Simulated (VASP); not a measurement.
A run of VASP 6.6.1 is set up as follows.

The input INCAR:

```
PREC = Accurate
ENCUT = 520
EDIFF = 1E-6
ISMEAR = -1
SIGMA = 0.01
LREAL = F
LASPH = T
NELM = 100
ALGO = Normal
ISIF = 2
LWAVE = F
LCHARG = T
LELF = T
LVHAR = T
NBANDS = 17
```

Contents of KPOINTS:

```
regular mesh
0
Gamma
  7 7 7
```

File POSCAR:

```
PbS
1.0
    0.0000000000      2.9044728123      2.9044728123
    2.9044728123      0.0000000000      2.9044728123
    2.9044728123      2.9044728123      0.0000000000
Pb S
1 1
Direct
    0.0000000000      0.0000000000      0.0000000000
    0.5000000000      0.5000000000      0.5000000000
```

Potentials or basis: VASP PAW LDA potentials, release 64 (Pb_d, S).

Run with:

```sh
$ cat potpaw_LDA.64/Pb_d/POTCAR potpaw_LDA.64/S/POTCAR > POTCAR
$ mpirun -np 1 vasp_std > vasp.out
```

Question: Estimate the pressure.

Answer: 1.2 GPa.
